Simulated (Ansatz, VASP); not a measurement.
## Two plane-wave programs on Ba

INCAR

```
ALGO     = Fast           # electronic algorithm
EDIFF    = 1E-6           # SCF threshold, eV
ENCUT    = 520            # plane-wave cutoff, eV
GGA      = PS             # functional
ISIF     = 2              # what is computed and relaxed
ISMEAR   = 0              # smearing method
LASPH    = True           # aspherical terms in the spheres
LCHARG   = True           # write CHGCAR
LELF     = True           # ELF
LREAL    = False          # projectors in reciprocal space
LVHAR    = True         
LWAVE    = False          # write WAVECAR
NBANDS   = 11             # bands
NELM     = 80             # most SCF steps
PREC     = Accurate       # precision mode
SIGMA    = 0.15           # smearing width, eV
```

KPOINTS

```
k-points
0
Gamma
  14 14 14
```

File POSCAR:

```
Ba
1.0
   -0.3948260858      2.8972202103      2.8972202103
    2.8972202103     -0.3948260858      2.8972202103
    2.8972202103      2.8972202103     -0.3948260858
Ba
1
Direct
    0.0000000000      0.0000000000      0.0000000000
```

Input for Ansatz:

```yaml
crystal:
  lattice:
    - [-0.3948260858, 2.8972202103, 2.8972202103]
    - [2.8972202103, -0.3948260858, 2.8972202103]
    - [2.8972202103, 2.8972202103, -0.3948260858]
  atoms:
    - { symbol: Ba, position: [0.0, 0.0, 0.0] }
basis:
  ecutwfc: 420
kpoints:
  mp_grid: { grid: [14, 14, 14] }
hamiltonian:
  xc: pbesol
  pseudopotentials: { kind: paw }
scf:
  occupations: { method: gaussian, width: 0.15 }
output:
  forces: true
  stress: true
  eigenvalues: true
  write_density: true
  write_potential: true
  elf: true
  volumetric_format: npy
```

Alike in both runs: task single point; functional PBEsol; k mesh 14 × 14 × 14; occupations gaussian, width 0.15 eV; no spin polarisation.

|  | VASP | Ansatz |
| --- | --- | --- |
| version | VASP 6.6.1 | Ansatz 0.2.0 |
| potentials or method | VASP PAW PBE potentials, release 64 (Ba_sv), cutoff 520 eV | scalar-relativistic, plane waves, PAW |
| valence electrons in the cell | 10 | 10 |

|  | VASP | Ansatz | Ansatz less VASP |
| --- | --- | --- | --- |
| gap on the k mesh at the Fermi level (eV) | none | none | - |
| pressure (GPa) | 0.2 | 0.1 | -0.08 |
| traceless stress, the component that is largest in VASP (GPa) | 0.92 | 0.91 | -0.008 |

VASP's potentials were made for PBE, not for PBEsol. A gap of «none» marks a metal or a gap that the smearing closes. With one functional, cell and mesh, what is left measures potentials, basis and numerics.

Spin-orbit coupling is off throughout.
